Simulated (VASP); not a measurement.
# SnO2 (P1) in VASP: single point with PBE

Aim: the single point of SnO2 with PBE.

Program: VASP 6.6.1. These are calculated values, not measurements. Logs are shortened: lines on timing, memory, paths and dates and some standing lists are left out, and cuts for length are marked.

### Step 1. The cell of the first run

The typed cell holds 6 atoms: a = 4.828 Å, b = 4.828 Å, c = 3.238 Å, α = 90.00°, β = 90.00°, γ = 90.00°.

### Step 2. Single point, PBE (atoms moved at random)

Input file INCAR:

```
PREC = Accurate ; ENCUT = 600
EDIFF = 1E-6 ; ISMEAR = 0
SIGMA = 0.05 ; LREAL = False
LASPH = True ; NELM = 120
ALGO = Normal ; ISIF = 2
LWAVE = False ; LCHARG = True
GGA = PE ; LELF = True
LVHAR = True ; NBANDS = 35
GGA_COMPAT = False
```

Input file KPOINTS:

```
regular mesh
0
Gamma
  6 6 8
```

Input file POSCAR:

```
SnO2
1.0
    4.8277049961      0.0000000000      0.0000000000
    0.0000000000      4.8277049961      0.0000000000
    0.0000000000      0.0000000000      3.2379909406
Sn O
2 4
Direct
    0.0106219438      0.0137651276      0.0306066156
    0.4957809142      0.5087671439      0.4938598035
    0.3052741719      0.3017792507     -0.0058564316
    0.1912349924      0.8058582964      0.5120327235
    0.6861442487      0.6837935320     -0.0010072432
    0.8109437288      0.1860366494      0.4703645321
```

Potentials or basis: VASP PAW PBE potentials, release 64 (Sn_d, O).

Command:

```console
> cat potpaw_PBE.64/Sn_d/POTCAR potpaw_PBE.64/O/POTCAR > POTCAR
> mpirun -np 1 vasp_std > vasp.out
```

OUTCAR:

```text
PREC = Accurate
   ENCUT = 600
   EDIFF = 1E-6
   ISMEAR = 0
   LREAL = False
   LASPH = True
   NELM = 120
   ISIF = 2
   GGA = PE

 ion  position               nearest neighbor table
   1  0.011  0.014  0.031-   6 1.91   3 1.99   4 2.05   4 2.14   6 2.22   5 2.24   2 3.67   2 3.70

   2  0.496  0.509  0.494-   5 2.03   4 2.05   5 2.06   3 2.11   3 2.11   6 2.18   1 3.67   1 3.70

   3  0.305  0.302  0.994-   1 1.99   2 2.11   2 2.11
   4  0.191  0.806  0.512-   1 2.05   2 2.05   1 2.14
   5  0.686  0.684  0.999-   2 2.03   2 2.06   1 2.24
   6  0.811  0.186  0.470-   1 1.91   2 2.18   1 2.22

  LATTYP: Found a simple tetragonal cell.
 ALAT       =     4.8277049961
 C/A-ratio  =     0.6707101911

  Lattice vectors:

 A1 = (   4.8277049961,   0.0000000000,   0.0000000000)
 A2 = (   0.0000000000,   4.8277049961,   0.0000000000)
 A3 = (   0.0000000000,   0.0000000000,   3.2379909406)

Analysis of symmetry for initial positions (statically):
=====================================================================
 Subroutine PRICEL returns:
 Original cell was already a primitive cell.

 Routine SETGRP: Setting up the symmetry group for a
 simple tetragonal supercell.

 Subroutine GETGRP returns: Found  1 space group operations
 (whereof  1 operations were pure point group operations)
 out of a pool of 16 trial point group operations.

The static configuration has the point symmetry C_1 .

Analysis of symmetry for dynamics (positions and initial velocities):
=====================================================================
 Subroutine PRICEL returns:
 Original cell was already a primitive cell.

 Routine SETGRP: Setting up the symmetry group for a
 simple tetragonal supercell.

 Subroutine GETGRP returns: Found  1 space group operations
 (whereof  1 operations were pure point group operations)
 out of a pool of 16 trial point group operations.

The dynamic configuration has the point symmetry C_1 .

 Subroutine INISYM returns: Found  1 space group operations
 (whereof  1 operations are pure point group operations),
 and found     1 'primitive' translations

----------------------------------------------------------------------------------------

                                     Primitive cell

  volume of cell :      75.4670

  direct lattice vectors                    reciprocal lattice vectors
     4.827704996  0.000000000  0.000000000     0.207137760  0.000000000  0.000000000
     0.000000000  4.827704996  0.000000000     0.000000000  0.207137760  0.000000000
     0.000000000  0.000000000  3.237990941     0.000000000  0.000000000  0.308833477

  length of vectors
     4.827704996  4.827704996  3.237990941     0.207137760  0.207137760  0.308833477

  position of ions in fractional coordinates (direct lattice)
     0.010621944  0.013765128  0.030606616
     0.495780914  0.508767144  0.493859804
     0.305274172  0.301779251  0.994143568
     0.191234992  0.805858296  0.512032723
     0.686144249  0.683793532  0.998992757
     0.810943729  0.186036649  0.470364532

  ion indices of the primitive-cell ions
   primitive index   ion index
                 1           1
                 2           2
                 3           3
                 4           4
                 5           5
                 6           6

----------------------------------------------------------------------------------------

 KPOINTS: regular mesh

Automatic generation of k-mesh.
 Grid dimensions read from file:
 generate k-points for:    6    6    8

 Generating k-lattice:

  Cartesian coordinates                     Fractional coordinates (reciprocal lattice)
     0.034522960  0.000000000  0.000000000     0.166666667  0.000000000  0.000000000
     0.000000000  0.034522960  0.000000000     0.000000000  0.166666667  0.000000000
     0.000000000  0.000000000  0.038604185     0.000000000  0.000000000  0.125000000

  Length of vectors
     0.034522960  0.034522960  0.038604185

  Shift w.r.t. Gamma in fractional coordinates (k-lattice)
     0.000000000  0.000000000  0.000000000

 Subroutine IBZKPT returns following result:
 ===========================================

 Found    148 irreducible k-points:

 Following reciprocal coordinates:
            Coordinates               Weight
  0.000000  0.000000  0.000000      1.000000
  0.166667  0.000000  0.000000      2.000000
  0.000000  0.166667  0.000000      2.000000
  0.333333  0.000000  0.000000      2.000000
  0.000000  0.333333  0.000000      2.000000
  0.500000  0.000000  0.000000      1.000000
[... 16 lines left out ...]
  0.000000  0.166667  0.125000      2.000000
 -0.166667  0.000000  0.125000      2.000000
 [... further k-points ...]
   k-points           NKPTS =    148   k-points in BZ     NKDIM =    148   number of bands    NBANDS=     35
   number of dos      NEDOS =    301   number of ions     NIONS =      6
   total plane-waves  NPLWV =  44800
   dimension x,y,z NGX =    40 NGY =   40 NGZ =   28
   dimension x,y,z NGXF=    80 NGYF=   80 NGZF=   56
   ions per type =               2   4
   NGX,Y,Z   is equivalent  to a cutoff of  13.77, 13.77, 14.38 a.u.
   NGXF,Y,Z  is equivalent  to a cutoff of  27.55, 27.55, 28.75 a.u.
 SYSTEM =  unknown system
   PREC   = accura    normal or accurate (medium, high low for compatibility)
   ISTART =      0    job   : 0-new  1-cont  2-samecut
   ICHARG =      2    charge: 1-file 2-atom 10-const
   ISPIN  =      1    spin polarized calculation?
   LNONCOLLINEAR =      F non collinear calculations
   LSORBIT =      F    spin-orbit coupling
   LASPH  =      T    aspherical Exc in radial PAW
   ENCUT  =  600.0 eV  44.10 Ry    6.64 a.u.   9.64  9.64  6.47*2*pi/ulx,y,z
   NELM   =    120;   NELMIN=  2; NELMDL= -5     # of ELM steps
   EDIFF  = 0.1E-05   stopping-criterion for ELM
   LREAL  =      F    real-space projection
   EDIFFG = 0.1E-04   stopping-criterion for IOM
   NSW    =      0    number of steps for IOM
   IBRION =     -1    ionic relax: 0-MD 1-quasi-New 2-CG
   NFREE  =      0    steps in history (QN), initial steepest desc. (CG)
   ISIF   =      2    stress and relaxation
   ISYM   =      2    0-nonsym 1-usesym 2-fastsym
   POTIM  = 0.5000    time-step for ionic-motion
   TEBEG  =    0.0;   TEEND  =   0.0 temperature during run
   PSTRESS=    0.0 pullay stress
   NELECT =      52.0000    total number of electrons
   NUPDOWN=      -1.0000    fix difference up-down
   EMIN   =  10.00;   EMAX   =-10.00  energy-range for DOS
   EFERMI =   0.00;   METHOD = LEGACY
   ISMEAR =     0;   SIGMA  =   0.05  broadening in eV -4-tet -1-fermi 0-gaus
   EFERMI_NEDOS =   21; number of points for ismear=-14 and -15
   IALGO  =     38    algorithm
   IMIX   =      4    mixing-type and parameters
     AMIX     =   0.40;   BMIX     =  1.00
     AMIX_MAG =   1.60;   BMIX_MAG =  1.00
  volume/ion in A,a.u.               =      12.58        84.88
  Fermi-wavevector in a.u.,A,eV,Ry     =   1.445962  2.732472 28.447149  2.090806
  Thomas-Fermi vector in A             =   2.564085
   LORBIT       =      0    0 simple, 1 ext, 2 COOP (PROOUT), +10 PAW based schemes
   GGA     = PE    functional components
   LHFCALC =     F    Hartree Fock is set to
   AEXX    =    0.0000 exact exchange contribution
   IVDW    =     0    specifies the selected vdW correction
   LEPSILON=     F    determine dielectric tensor
   LRPA    =     F    only Hartree local field effects (RPA)
 non-spin polarized calculation
 Gauss-broadening in eV      SIGMA  =   0.05
  energy-cutoff  :      600.00
  volume of cell :       75.47
 maximum number of plane-waves:      2557
 NGX is ok and might be reduce to    40
   NGX = 19   NGY = 19   NGZ = 13

 number of electron      52.0000003 magnetization

 Free energy of the ion-electron system (eV)
  ---------------------------------------------------
  ext. energy  EPLUGINS =         0.00000000
  ---------------------------------------------------
  free energy    TOTEN  =       -36.91716306 eV

  energy without entropy =      -36.91716306  energy(sigma->0) =      -36.91716306

 E-fermi :   5.8130     XC(G=0): -10.9621

 val. band max:        5.4974815128   @ k =   0.0000   0.0000   0.0000
 cond. band min:       6.2641242960   @ k =   0.0000   0.0000   0.0000
 fundamental gap:      0.7666427832
 Fermi energy:         5.8129683251

 k-point     1 :       0.0000    0.0000    0.0000
  band No.  band energies     occupation
      1     -15.5568      2.00000
      2     -14.9220      2.00000
      3     -14.6993      2.00000
      4     -14.6322      2.00000
      5     -14.6296      2.00000
      6     -14.5458      2.00000
[... 27 lines left out ...]
     34      17.0943      0.00000
     35      17.6863      0.00000

 k-point     2 :       0.1667    0.0000    0.0000
  band No.  band energies     occupation
      1     -15.5228      2.00000
      2     -14.9631      2.00000
      3     -14.7092      2.00000
      4     -14.6299      2.00000
      5     -14.6264      2.00000
      6     -14.5611      2.00000
[... 27 lines left out ...]
     34      17.1617      0.00000
     35      17.6831      0.00000

 k-point     3 :       0.0000    0.1667    0.0000
  band No.  band energies     occupation
      1     -15.5216      2.00000
      2     -14.9607      2.00000
      3     -14.7110      2.00000
      4     -14.6333      2.00000
      5     -14.6281      2.00000
      6     -14.5614      2.00000
[... 27 lines left out ...]
     34      17.2049      0.00000
     35      17.6723      0.00000
[... 723 lines left out ...]
 k-point    23 :       0.0000    0.1667    0.1250
  band No.  band energies     occupation
      1     -15.4524      2.00000
      2     -14.9776      2.00000
      3     -14.7981      2.00000
      4     -14.7098      2.00000
      5     -14.6049      2.00000
      6     -14.5467      2.00000
[... 27 lines left out ...]
     34      17.3776      0.00000
     35      17.6607      0.00000

 k-point    24 :      -0.1667    0.0000    0.1250
  band No.  band energies     occupation
      1     -15.4503      2.00000
      2     -14.9829      2.00000
      3     -14.8034      2.00000
      4     -14.6977      2.00000
      5     -14.6049      2.00000
      6     -14.5511      2.00000
[... 27 lines left out ...]
     34      17.3259      0.00000
     35      17.6489      0.00000

 [... further k-points ...]
[... 5 lines left out ...]
  --------------------------------------------------------------------------------------
  -------------------------------------------------------------------------------------
  Total        2.0923527      1.7222671      2.0255578     -0.0417093      0.6259453     -1.4627399
  in kB       44.4210065     36.5640259     43.0029407     -0.8854949     13.2889268    -31.0542183
  external PRESSURE =      41.3293244 kB  Pullay stress =       0.0000000 kB

 VOLUME and BASIS-vectors are now :
 -----------------------------------------------------------------------------
  energy-cutoff  :      600.00
  volume of cell :       75.47
      direct lattice vectors                 reciprocal lattice vectors
     4.827704996  0.000000000  0.000000000     0.207137760  0.000000000  0.000000000
     0.000000000  4.827704996  0.000000000     0.000000000  0.207137760  0.000000000
     0.000000000  0.000000000  3.237990941     0.000000000  0.000000000  0.308833477

 POSITION                                       TOTAL-FORCE (eV/Angst)
 -----------------------------------------------------------------------------------
      0.05128      0.06645      0.09910        -0.467836     -1.921018     -2.757502
      2.39348      2.45618      1.59911         0.397886     -0.801495      0.193728
      1.47377      1.45690      3.21903         0.711143      0.716890     -0.047968
      0.92323      3.89045      1.65796        -0.066488     -0.014669      0.366216
      3.31250      3.30115      3.23473         0.818044      0.795598     -0.208538
      3.91500      0.89813      1.52304        -1.392750      1.224694      2.454063
 -----------------------------------------------------------------------------------
    total drift:                                0.000047     -0.000004     -0.000507

  FREE ENERGIE OF THE ION-ELECTRON SYSTEM (eV)
  ---------------------------------------------------
  free  energy   TOTEN  =       -36.9171630608 eV

  energy  without entropy=      -36.9171630608  energy(sigma->0) =      -36.91716306
```

It took 3.3 min on 1 thread of AMD EPYC 9R45 (Zen 5), shared host; peak memory 0.44 GiB.

What came out:

| Item | Value |
| --- | --- |
| Free energy | -36.9172 eV |
| Pressure | 4.1 GPa |
| Largest force | 3.393 eV/Å |
| Band gap on the k mesh | 0.77 eV, direct |

Forces on the atoms (eV/Å):
```
Sn  -0.468 -1.921 -2.758
Sn   0.398 -0.801  0.194
O    0.711  0.717 -0.048
O   -0.066 -0.015  0.366
O    0.818  0.796 -0.209
O   -1.393  1.225  2.454
```

Stress tensor (GPa, compression positive):
```
 4.44 -0.09 -3.11
-0.09  3.66  1.33
-3.11  1.33  4.30
```

Levels at points of the mesh, in eV from the valence-band top:
| k point | band 24 | band 25 | band 26 | band 27 | band 28 | band 29 |
| --- | --- | --- | --- | --- | --- | --- |
| (0.00, 0.00, 0.00) | -0.71 | -0.70 | 0.00 | 0.77 | 5.54 | 6.12 |
| (0.50, 0.00, 0.00) | -1.15 | -0.71 | -0.53 | 3.86 | 3.89 | 6.74 |
| (0.00, 0.50, 0.00) | -1.17 | -0.64 | -0.58 | 3.87 | 3.91 | 6.74 |
| (0.50, 0.50, 0.00) | -1.28 | -0.84 | -0.82 | 4.18 | 4.21 | 7.12 |
| (0.00, 0.00, 0.50) | -1.51 | -1.19 | -1.09 | 5.62 | 5.68 | 9.22 |
| (0.50, 0.00, 0.50) | -0.95 | -0.73 | -0.70 | 5.71 | 6.04 | 7.66 |
| (0.00, 0.50, 0.50) | -1.00 | -0.75 | -0.67 | 5.70 | 6.08 | 7.66 |
| (0.50, 0.50, 0.50) | -0.96 | -0.77 | -0.73 | 4.50 | 4.56 | 8.50 |

Caveat: the cell differs from its parent crystal (atoms moved at random); spin-orbit coupling is left out, which moves the levels of the heavy elements; forces of over 1 eV/Å act on the atoms, so gaps and moduli don't describe the material at rest.
